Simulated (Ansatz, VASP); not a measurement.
**HfO2: VASP beside Ansatz**

```xyz
12
Lattice="-2.5575 -2.5575 0.0000 2.5575 -2.5575 0.0000 -1.7048 0.0000 10.2300" Properties=species:S:1:pos:R:3 pbc="T T T"
Hf    0.0000    0.0000    9.5906
Hf    0.0000   -2.5575    1.9181
Hf    0.0000    0.0000    4.4756
Hf    0.0000   -2.5575    7.0331
O    -1.2787   -1.2788    0.6394
O     1.2787   -1.2787    3.1969
O    -1.2788   -1.2788    5.7544
O     1.2788   -1.2788    8.3119
O    -1.2788   -1.2788    3.1969
O     1.2788   -1.2788    5.7544
O    -1.2788   -1.2788    8.3119
O     1.2788   -1.2788    0.6394
```

Alike in both runs: task single point; functional r2SCAN; k mesh 6 × 6 × 3; occupations gaussian, width 0.05 eV; no spin polarisation.

```csv
,VASP,Ansatz
version,VASP 6.6.1,Ansatz 0.2.0
potentials or method,"VASP PAW PBE potentials, release 64 (Hf_pv, O), cutoff 520 eV","scalar-relativistic, plane waves, PAW"
valence electrons in the cell,88,152
```

|  | VASP | Ansatz | Ansatz less VASP |
| --- | --- | --- | --- |
| gap on the k mesh at the Fermi level (eV) | 1.91 | 1.96 | +0.050 |
| least direct gap on the mesh (eV) | 2.45 | 2.49 | +0.040 |
| pressure (GPa) | -2.0 | 1.4 | +3.43 |
| traceless stress, the component that is largest in VASP (GPa) | 7.89 | 7.96 | +0.071 |
| rms of the force components (eV/Å) | 2.057 | 2.063 | +0.0057 |

VASP's potentials were made for PBE, not for r2SCAN. Atom by atom the forces differ by 0.026 eV/Å (rms over components). VASP's potentials hold 88 valence electrons a cell and Ansatz's 152, so a difference there can come from the potentials and not from the codes.

Neither program's run includes spin-orbit coupling.
